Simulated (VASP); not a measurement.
K2H3Au: single point with PBEsol

K2H3Au:

```
CELL_PARAMETERS angstrom
4.33508 0.28829 0.30699
-1.91836 3.91029 -0.31325
0.83681 -0.44625 7.67543
ATOMIC_POSITIONS crystal
K 0.63517 0.17833 0.69492
K 0.23146 0.57505 0.22570
H 0.54158 0.26182 0.38263
H 0.24834 0.56690 0.65649
H 0.32777 0.48567 0.56904
Au 0.94237 0.86714 0.94220
```

| Item | Value |
| --- | --- |
| Program | VASP 6.6.1 |
| Task | single point |
| Functional | PBEsol |
| Potentials or basis | VASP PAW PBE potentials, release 64 (K_sv, H, Au) |
| Cutoff | 520 eV |
| k mesh | 6 × 6 × 2 |
| Occupations | fermi-dirac, width 0.05 eV |
| Spin | no spin polarisation |
| Dipole correction | no |
| Further INCAR settings | ALGO = Normal; EDIFF = 1e-07; NBANDS = 25 |

```json
{
 "Pressure": "0.0 GPa",
 "Largest force": "0.018 eV/Å",
 "Band gap on the k mesh": "1.73 eV (least direct gap 1.94 eV)"
}
```

Forces on the atoms (eV/Å):
```
K    0.001 -0.001  0.000
K    0.000  0.000  0.001
H    0.000  0.001 -0.002
H   -0.010  0.005  0.013
H    0.009 -0.006 -0.015
Au   0.000  0.001  0.003
```

Levels at points of the mesh, in eV from the valence-band top:
```
           k point  band 12  band 13  band 14  band 15  band 16  band 17  band 18  band 19  band 20  band 21
(0.00, 0.00, 0.00)    -1.89    -1.88    -1.83    -1.74    -0.67     3.40     4.99     5.50     5.91     6.43
(0.50, 0.00, 0.00)    -1.87    -1.82    -1.70    -0.96    -0.09     2.11     3.40     3.57     5.51     6.39
(0.00, 0.50, 0.00)    -1.87    -1.82    -1.70    -0.97    -0.10     2.11     3.41     3.56     5.52     6.39
(0.50, 0.50, 0.00)    -1.90    -1.85    -1.61    -0.56    -0.37     2.62     3.75     4.11     4.41     5.74
(0.00, 0.00, 0.50)    -1.96    -1.88    -1.87    -1.78    -0.28     2.94     5.20     5.38     5.73     6.09
(0.50, 0.00, 0.50)    -1.87    -1.80    -1.70    -0.95    -0.21     1.73     3.30     5.18     5.42     5.67
(0.00, 0.50, 0.50)    -1.87    -1.80    -1.70    -0.96    -0.22     1.73     3.32     5.16     5.44     5.69
(0.50, 0.50, 0.50)    -1.90    -1.86    -1.61    -0.69     0.00     2.09     3.20     4.45     5.17     5.70
```

Run time: 3 min on 1 thread of Intel(R) Xeon(R) Platinum 8259CL CPU @ 2.50GHz (Skylake/Cascade Lake), on a shared host, peak memory 0.31 GiB.

Caveat: the PAW data sets were made with another functional, which shifts forces and pressure a little; spin-orbit coupling is left out, which moves the levels of the heavy elements. A k mesh can miss the band edges.
